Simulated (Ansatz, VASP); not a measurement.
**Ti: VASP beside Ansatz**

The input INCAR:

```
SYSTEM = Ti
  ALGO = Normal
  EDIFF = 1E-7
  ENCUT = 520
  GGA = PE
  ISIF = 2
  ISMEAR = -1
  LASPH = .TRUE.
  LCHARG = .FALSE.
  LREAL = .FALSE.
  LWAVE = .FALSE.
  NBANDS = 12
  NELM = 80
  PREC = Accurate
  SIGMA = 0.05
```

File KPOINTS:

```
k-points
0
G
  15 15 15
  0 0 0
```

Contents of POSCAR:

```
Ti
1.0
    0.0000000000      1.9889123197      1.9889123197
    1.9889123197      0.0000000000      1.9889123197
    1.9889123197      1.9889123197      0.0000000000
Ti
1
Direct
    0.0000000000      0.0000000000      0.0000000000
```

Input for Ansatz:

```yaml
crystal:
  lattice:
    - [0.0, 1.9889123197, 1.9889123197]
    - [1.9889123197, 0.0, 1.9889123197]
    - [1.9889123197, 1.9889123197, 0.0]
  atoms:
    - { symbol: Ti, position: [0.0, 0.0, 0.0] }
kpoints:
  mp_grid: { grid: [15, 15, 15] }
scf:
  occupations: { method: fermi_dirac, width: 0.05 }
hamiltonian:
  xc: pbe
  pseudopotentials: { kind: all_electron, lapw: { basis_error: 0.00025 } }
output:
  forces: true
  stress: true
  eigenvalues: true
```

Change from the starting cell: volume scaled by 0.9405.

Alike in both runs: task single point; functional PBE; k mesh 15 × 15 × 15; occupations fermi-dirac, width 0.05 eV; no spin polarisation.

|  | VASP | Ansatz |
| --- | --- | --- |
| version | VASP 6.6.1 | Ansatz 0.2.0 |
| potentials or method | VASP PAW PBE potentials, release 64 (Ti_sv), cutoff 520 eV | all-electron LAPW, scalar-relativistic |

|  | VASP | Ansatz | Ansatz less VASP |
| --- | --- | --- | --- |
| pressure (GPa) | 12.4 | 12.8 | +0.44 |

Ansatz ran all-electron here, and VASP with PAW potentials.
